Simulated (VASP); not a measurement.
# Sn5Ge12 in VASP: further runs

The runs below take Sn5Ge12 through single point, with PBE.

All numbers are computed with VASP 6.6.1; they aren't measurements. Logs are shortened: lines on timing, memory, paths and dates and some standing lists are left out, and cuts for length are marked.

### 1 The cell of the first run

The cell holds a disordered packing, 17 atoms: a = 7.082 Å, b = 7.723 Å, c = 7.545 Å, α = 95.21°, β = 89.49°, γ = 91.15°.

### 2 Single point, PBE

The input, INCAR:

```
ALGO = Normal
EDIFF = 1E-6
ENCUT = 520
GGA = PE
ISIF = 2
ISMEAR = -1
LASPH = True
LCHARG = False
LREAL = Auto
LWAVE = False
NBANDS = 133
NELM = 100
PREC = Accurate
SIGMA = 0.1861
```

The input, KPOINTS:

```
k-points
0
Gamma
  3 3 3
```

The input, POSCAR:

```
Sn5Ge12
1.0
    7.0815660000     -0.0735080000      0.0306640000
   -0.0735080000      7.7150240000     -0.3469720000
    0.0306640000     -0.3469720000      7.5368430000
Sn Ge
5 12
Direct
    0.3102941574      0.8701029885      0.3608174993
    0.8859889035      0.3496924752      0.1875603201
    0.6461749898      0.6884552304      0.9306984640
    0.3941812733      0.4964493064      0.1960453318
    0.8579932651      0.3231958445      0.6560179385
    0.3828331095      0.1806324137      0.0434197883
    0.3496639447      0.8953322663      0.8607413398
    0.7529511473      0.9619357128      0.6342479508
    0.1177256805      0.1678414526      0.3647574727
    0.7185685860      0.6461664294      0.3389398623
    0.2562023393      0.2705321472      0.6371230088
    0.6137070551      0.0568617927      0.3966088526
    0.0885220375      0.5312374096      0.9131361812
    0.0110414908      0.8395285064      0.0872261571
    0.0592569391      0.7837223583      0.6024101414
    0.7573587822      0.0444199160      0.0657654145
    0.3749282573      0.6063656900      0.6388649216
```

Potentials or basis: VASP PAW PBE potentials, release 64 (Sn_d, Ge_d).

The run is started by

```bash
$ cat potpaw_PBE.64/Sn_d/POTCAR potpaw_PBE.64/Ge_d/POTCAR > POTCAR
$ mpirun -np 1 vasp_std > vasp.out
```

OUTCAR:

```text
EDIFF = 1E-6
   ENCUT = 520
   GGA = PE
   ISIF = 2
   ISMEAR = -1
   LASPH = True
   LREAL = Auto
   NELM = 100
   PREC = Accurate

 ion  position               nearest neighbor table
   1  0.310  0.870  0.361-  12 2.57  15 2.65   9 2.69  14 2.96  17 3.10   4 3.10
   2  0.886  0.350  0.188-  16 2.60   9 2.63  10 2.75  13 2.95   5 3.56   4 3.68   4 3.75
   3  0.646  0.688  0.931-   7 2.75  16 2.94  17 2.95  14 3.02   4 3.12  10 3.17   8 3.29   5 3.68

   4  0.394  0.496  0.196-   6 2.60  10 2.74  13 3.09   1 3.10   3 3.12   2 3.68   2 3.75
   5  0.858  0.323  0.656-  11 2.86   8 2.86  13 2.90   9 3.03  12 3.20   2 3.56   3 3.68
   6  0.383  0.181  0.043-   7 2.50   4 2.60  16 2.88
   7  0.350  0.895  0.861-   6 2.50  17 2.67   3 2.75  15 2.91
   8  0.753  0.962  0.634-  12 2.24  15 2.59   5 2.86   3 3.29
   9  0.118  0.168  0.365-  11 2.35   2 2.63   1 2.69   5 3.03
  10  0.719  0.646  0.339-   4 2.74   2 2.75   3 3.17
  11  0.256  0.271  0.637-   9 2.35  17 2.71   5 2.86
  12  0.614  0.057  0.397-   8 2.24   1 2.57  16 2.68   5 3.20
  13  0.089  0.531  0.913-  14 2.68   5 2.90   2 2.95   4 3.09
  14  0.011  0.840  0.087-  16 2.43  13 2.68   1 2.96   3 3.02
  15  0.059  0.784  0.602-   8 2.59   1 2.65  17 2.67   7 2.91
  16  0.757  0.044  0.066-  14 2.43   2 2.60  12 2.68   6 2.88   3 2.94
  17  0.375  0.606  0.639-   7 2.67  15 2.67  11 2.71   3 2.95   1 3.10

  LATTYP: Found a triclinic cell.
 ALAT       =     7.5448878226
 B/A-ratio  =     1.3775740113
 C/A-ratio  =     1.6627746880
 COS(alpha) =     0.0028980061
 COS(beta)  =     0.5404667784
 COS(gamma) =     0.7319552670

  Lattice vectors:

 A1 = (   0.0306640000,  -0.3469720000,   7.5368430000)
 A2 = (   7.1122300000,  -0.4204800000,   7.5675070000)
 A3 = (  -7.1244100000,   7.4415600000,   7.1592070000)

Analysis of symmetry for initial positions (statically):
=====================================================================
 Subroutine PRICEL returns:
 Original cell was already a primitive cell.

 Routine SETGRP: Setting up the symmetry group for a
 triclinic supercell.

 Subroutine GETGRP returns: Found  1 space group operations
 (whereof  1 operations were pure point group operations)
 out of a pool of  2 trial point group operations.

The static configuration has the point symmetry C_1 .

Analysis of symmetry for dynamics (positions and initial velocities):
=====================================================================
[... 133 lines left out ...]
   IBRION =     -1    ionic relax: 0-MD 1-quasi-New 2-CG
   NFREE  =      0    steps in history (QN), initial steepest desc. (CG)
   ISIF   =      2    stress and relaxation
   ISYM   =      2    0-nonsym 1-usesym 2-fastsym
   POTIM  = 0.5000    time-step for ionic-motion
   TEBEG  =    0.0;   TEEND  =   0.0 temperature during run
   PSTRESS=    0.0 pullay stress
   NELECT =     238.0000    total number of electrons
   NUPDOWN=      -1.0000    fix difference up-down
   EMIN   =  10.00;   EMAX   =-10.00  energy-range for DOS
   EFERMI =   0.00;   METHOD = LEGACY
   ISMEAR =    -1;   SIGMA  =   0.19  broadening in eV -4-tet -1-fermi 0-gaus
   EFERMI_NEDOS =   21; number of points for ismear=-14 and -15
   IALGO  =     38    algorithm
   IMIX   =      4    mixing-type and parameters
     AMIX     =   0.40;   BMIX     =  1.00
     AMIX_MAG =   1.60;   BMIX_MAG =  1.00
  volume/ion in A,a.u.               =      24.17       163.10
  Fermi-wavevector in a.u.,A,eV,Ry     =   1.364682  2.578875 25.338911  1.862357
  Thomas-Fermi vector in A             =   2.490977
   LORBIT       =      0    0 simple, 1 ext, 2 COOP (PROOUT), +10 PAW based schemes
   GGA     = PE    functional components
   LHFCALC =     F    Hartree Fock is set to
   AEXX    =    0.0000 exact exchange contribution
   IVDW    =     0    specifies the selected vdW correction
   LEPSILON=     F    determine dielectric tensor
   LRPA    =     F    only Hartree local field effects (RPA)
 non-spin polarized calculation
  energy-cutoff  :      520.00
  volume of cell :      410.87
 maximum number of plane-waves:     11087
 NGX is ok and might be reduce to    54
   NGX = 27   NGY = 29   NGZ = 29

 number of electron     237.9999986 magnetization

 Free energy of the ion-electron system (eV)
  ---------------------------------------------------
  ext. energy  EPLUGINS =         0.00000000
  ---------------------------------------------------
  free energy    TOTEN  =       -66.14799606 eV

  energy without entropy =      -65.13076741  energy(sigma->0) =      -65.63938174

 E-fermi :   5.7913     XC(G=0): -10.1635

 val. band max:        5.7879727596   @ k =  -0.3333   0.0000   0.3333
 cond. band min:       5.7944010484   @ k =  -0.0000   0.3333   0.0000
 fundamental gap:      0.0064282888
 Fermi energy:         5.7913219799

 k-point     1 :       0.0000    0.0000    0.0000
  band No.  band energies     occupation
      1     -19.0697      2.00000
      2     -19.0318      2.00000
      3     -19.0271      2.00000
      4     -19.0102      2.00000
      5     -19.0042      2.00000
      6     -18.9942      2.00000
[... 1865 lines left out ...]
    130       8.0814      0.00001
    131       8.3380      0.00000
 [bands above 131 left out]

------------------------ aborting loop because EDIFF is reached ----------------------------------------

  FORCE on cell =-STRESS in cart. coord.  units (eV):
  Direction    XX          YY          ZZ          XY          YZ          ZX
  --------------------------------------------------------------------------------------
  -------------------------------------------------------------------------------------
  Total        8.4481552     13.3180449      6.5405788     -1.2252861      2.5509287      6.5195222
  in kB       32.9431846     51.9330905     25.5046800     -4.7779458      9.9472268     25.4225706
  external PRESSURE =      36.7936517 kB  Pullay stress =       0.0000000 kB

 VOLUME and BASIS-vectors are now :
 -----------------------------------------------------------------------------
  energy-cutoff  :      520.00
  volume of cell :      410.87
      direct lattice vectors                 reciprocal lattice vectors
     7.081566000 -0.073508000  0.030664000     0.141227656  0.001322500 -0.000513708
    -0.073508000  7.715024000 -0.346972000     0.001322500  0.129898530  0.005974730
     0.030664000 -0.346972000  7.536843000    -0.000513708  0.005974730  0.132958696

 POSITION                                       TOTAL-FORCE (eV/Angst)
 -----------------------------------------------------------------------------------
      2.14447      6.56486      2.42704        -0.534996     -0.751134     -0.728525
      6.25424      2.56768      1.31945         0.219156      1.087051     -0.229192
      4.55386      4.94102      6.79547         0.409632     -0.577933     -0.210539
      2.76094      3.73312      1.31740        -0.533854      0.460609      0.195258
      6.07229      2.20277      4.85847        -0.428164      0.326946      0.025711
      2.69911      1.35038      0.27631        -0.015305     -0.579526     -0.172667
[... 9 lines left out ...]
      5.36204      0.26421      0.50347        -1.254145      0.180009     -0.344974
      2.63010      4.42890      4.61613         0.174563     -0.848050     -0.327625
 -----------------------------------------------------------------------------------
    total drift:                                0.017537      0.006836      0.001248

  FREE ENERGIE OF THE ION-ELECTRON SYSTEM (eV)
  ---------------------------------------------------
  free  energy   TOTEN  =       -66.1479960632 eV

  energy  without entropy=      -65.1307674146  energy(sigma->0) =      -65.63938174
```

stdout:

```text
POSCAR found type information on POSCAR SnGe
 POSCAR found :  2 types and      17 ions
 scaLAPACK will be used
 LDA part: xc-table for (Slater+PW92), standard interpolation
 POSCAR, INCAR and KPOINTS ok, starting setup
 FFT: planning ... GRIDC
 FFT: planning ... GRID_SOFT
 FFT: planning ... GRID
 WAVECAR not read
 entering main loop
```

It took 43 min on 1 thread of Intel Xeon 8259CL, shared host; peak memory 0.72 GiB.

Results:

```
Free energy            : -66.1480 eV
Pressure               : 3.7 GPa
Largest force          : 2.971 eV/Å
Band gap on the k mesh : zero (bands 119 and 120 overlap by 0.42 eV)
```

Forces on the atoms (eV/Å):
```
Sn  -0.535 -0.751 -0.729
Sn   0.219  1.087 -0.229
Sn   0.410 -0.578 -0.211
Sn  -0.534  0.461  0.195
Sn  -0.428  0.327  0.026
Ge  -0.015 -0.580 -0.173
Ge  -0.925  0.277 -0.273
Ge   1.095 -1.020  2.567
Ge  -0.241  0.022 -1.070
Ge   0.641  0.415  0.454
Ge   1.220  0.457  1.605
Ge  -0.328  1.505 -2.291
Ge   0.107 -0.041  0.012
Ge   0.848 -0.671  0.103
Ge  -0.454 -0.243  0.687
Ge  -1.254  0.180 -0.345
Ge   0.175 -0.848 -0.328
```

Caveat: the atoms stand as in a frame of molecular dynamics; spin-orbit coupling is left out, which moves the levels of the heavy elements.

### 3 Single point, PBE

The input, INCAR:

```
SYSTEM = Sn5Ge12
PREC = Accurate ; ENCUT = 410
EDIFF = 1E-6 ; ISMEAR = -1
SIGMA = 0.1034 ; LREAL = Auto
LASPH = .TRUE. ; NELM = 120
ALGO = Normal ; ISIF = 2
LWAVE = .FALSE. ; LCHARG = .FALSE.
GGA = PE ; ISYM = -1
NBANDS = 133 ; GGA_COMPAT = .FALSE.
```

The input, KPOINTS:

```
explicit points
1
Reciprocal
  0.25000000   0.25000000   0.25000000 1
```

The input, POSCAR:

```
Sn5Ge12
1.0
    7.0815660000     -0.0735080000      0.0306640000
   -0.0735080000      7.7150240000     -0.3469720000
    0.0306640000     -0.3469720000      7.5368430000
Sn Ge
5 12
Direct
    0.3111151311      0.8719747462      0.3649160248
    0.8868351672      0.3719585440      0.1883368522
    0.6775613678      0.6571345599      0.9116260682
    0.3787250669      0.4869847766      0.2064544606
    0.8335138866      0.3578140544      0.6698928966
    0.4018853535      0.1477162553      0.0227847379
    0.3280321214      0.8433709067      0.8758280242
    0.7348851536      0.9564024780      0.6621287404
    0.1180757826      0.1885696417      0.3658012659
    0.7285207310      0.6735129686      0.3497245176
    0.2381770385      0.2846138378      0.6988969482
    0.6017794306      0.1054409485      0.3610748018
    0.0834170913      0.5479608628      0.9201301095
    0.0370587770      0.8473962586      0.1076581275
    0.0603857769      0.7682658664      0.6076448819
    0.7462533728      0.0527006192      0.0547679613
    0.3673443110      0.5634289739      0.5553598280
```

Potentials or basis: VASP PAW PBE potentials, release 64 (Sn_d, Ge_d).

The run is started by

```bash
$ cat potpaw_PBE.64/Sn_d/POTCAR potpaw_PBE.64/Ge_d/POTCAR > POTCAR
$ mpirun -np 1 vasp_std > vasp.out
```

OUTCAR:

```text
SYSTEM = Sn5Ge12
   PREC = Accurate
   ENCUT = 410
   EDIFF = 1E-6
   ISMEAR = -1
   LREAL = Auto
   LASPH = .TRUE.
   NELM = 120
   ISIF = 2
   GGA = PE
   ISYM = -1

 ion  position               nearest neighbor table
   1  0.311  0.872  0.365-  15 2.70  12 2.71  14 2.75   9 2.82  17 2.93   4 3.15
   2  0.887  0.372  0.188-   9 2.64  16 2.75  10 2.78  13 2.87  12 3.21   3 3.53   4 3.58   5 3.66
                             4 3.72
   3  0.678  0.657  0.912-   7 2.91  13 3.01   5 3.03   8 3.13  16 3.18  14 3.22  10 3.32   4 3.39
                             2 3.53
[... 298 lines left out ...]
  in kB        0.9636861     14.8563174     19.7514406     21.2261523     36.7124131     17.1711647
  external PRESSURE =      11.8571480 kB  Pullay stress =       0.0000000 kB

 VOLUME and BASIS-vectors are now :
 -----------------------------------------------------------------------------
  energy-cutoff  :      410.00
  volume of cell :      410.87
      direct lattice vectors                 reciprocal lattice vectors
     7.081566000 -0.073508000  0.030664000     0.141227656  0.001322500 -0.000513708
    -0.073508000  7.715024000 -0.346972000     0.001322500  0.129898530  0.005974730
     0.030664000 -0.346972000  7.536843000    -0.000513708  0.005974730  0.132958696

 POSITION                                       TOTAL-FORCE (eV/Angst)
 -----------------------------------------------------------------------------------
      2.15027      6.57782      2.45730         0.376496      0.210751     -0.196155
      6.25862      2.73913      1.31760        -0.571125     -0.044032     -0.393865
      4.77784      4.70369      6.66355        -0.260807      0.046540     -0.181028
      2.65250      3.65763      1.39866         0.122386     -0.724337     -1.225909
      5.89682      2.46684      4.95029         0.046569     -0.581846     -0.109059
      2.83582      1.10219      0.13280        -0.448303      0.504824     -0.217067
[... 9 lines left out ...]
      5.28245      0.33273      0.41737         0.677876      0.168839     -0.741978
      2.57699      4.12717      4.00143        -0.109286      0.030003      1.205672
 -----------------------------------------------------------------------------------
    total drift:                                0.004844     -0.003824      0.003827

  FREE ENERGIE OF THE ION-ELECTRON SYSTEM (eV)
  ---------------------------------------------------
  free  energy   TOTEN  =       -67.3523081153 eV

  energy  without entropy=      -67.1196008898  energy(sigma->0) =      -67.23595450
```

OSZICAR:

```text
N       E                     dE             d eps       ncg     rms          rms(c)
DAV:   1     0.349326183383E+04    0.34933E+04   -0.90953E+04   298   0.396E+03
DAV:   2     0.816813089189E+03   -0.26764E+04   -0.26065E+04   266   0.111E+03
DAV:   3     0.454979690471E+02   -0.77132E+03   -0.74429E+03   274   0.319E+02
DAV:   4    -0.621484840337E+02   -0.10765E+03   -0.10335E+03   308   0.121E+02
DAV:   5    -0.678688780314E+02   -0.57204E+01   -0.55891E+01   292   0.288E+01    0.678E+00
DAV:   6    -0.674148860580E+02    0.45399E+00   -0.31033E+00   420   0.117E+01    0.354E+00
DAV:   7    -0.673526920794E+02    0.62194E-01   -0.95856E-01   324   0.524E+00    0.114E+00
DAV:   8    -0.673492606401E+02    0.34314E-02   -0.14572E-01   300   0.415E+00    0.472E-01
DAV:   9    -0.673514084914E+02   -0.21479E-02   -0.40205E-02   308   0.216E+00    0.185E-01
DAV:  10    -0.673519757008E+02   -0.56721E-03   -0.82779E-03   324   0.121E+00    0.914E-02
DAV:  11    -0.673522375346E+02   -0.26183E-03   -0.25852E-03   308   0.558E-01    0.325E-02
DAV:  12    -0.673522842399E+02   -0.46705E-04   -0.74365E-04   300   0.318E-01    0.187E-02
DAV:  13    -0.673522966023E+02   -0.12362E-04   -0.18910E-04   332   0.162E-01    0.980E-03
DAV:  14    -0.673523046961E+02   -0.80938E-05   -0.77272E-05   300   0.859E-02    0.436E-03
DAV:  15    -0.673523069366E+02   -0.22405E-05   -0.21385E-05   220   0.512E-02    0.209E-03
DAV:  16    -0.673523078796E+02   -0.94306E-06   -0.10187E-05   244   0.261E-02    0.130E-03
DAV:  17    -0.673523081153E+02   -0.23571E-06   -0.33750E-06   196   0.120E-02
   1 F= -.67352308E+02 E0= -.67235955E+02  d E =-.232707E+00
```

stdout:

```text
POSCAR found type information on POSCAR SnGe
 POSCAR found :  2 types and      17 ions
 scaLAPACK will be used
 LDA part: xc-table for (Slater+PW92), standard interpolation
 POSCAR, INCAR and KPOINTS ok, starting setup
 FFT: planning ... GRIDC
 FFT: planning ... GRID_SOFT
 FFT: planning ... GRID
 WAVECAR not read
 entering main loop
```

Wall time 3 min (1 thread of Intel Xeon 8259CL, shared host); peak memory 0.33 GiB.

What came out:

- Free energy: -67.3523 eV
- Pressure: 1.2 GPa
- Largest force: 1.550 eV/Å

Forces in eV/Å, atoms in the order of the input:
```
Sn   0.376  0.211 -0.196
Sn  -0.571 -0.044 -0.394
Sn  -0.261  0.047 -0.181
Sn   0.122 -0.724 -1.226
Sn   0.047 -0.582 -0.109
Ge  -0.448  0.505 -0.217
Ge  -0.756 -0.375 -0.615
Ge   0.156  0.117 -0.133
Ge   1.171  0.144  1.005
Ge  -0.012  0.697  0.446
Ge  -0.045 -0.612 -0.311
Ge  -0.072 -0.115  0.943
Ge   0.318  0.192 -0.246
Ge  -0.254  0.152 -0.017
Ge  -0.339  0.187  0.788
Ge   0.678  0.169 -0.742
Ge  -0.109  0.030  1.206
```

Caveat: the atoms stand as in a frame of molecular dynamics; spin-orbit coupling is left out, which moves the levels of the heavy elements.
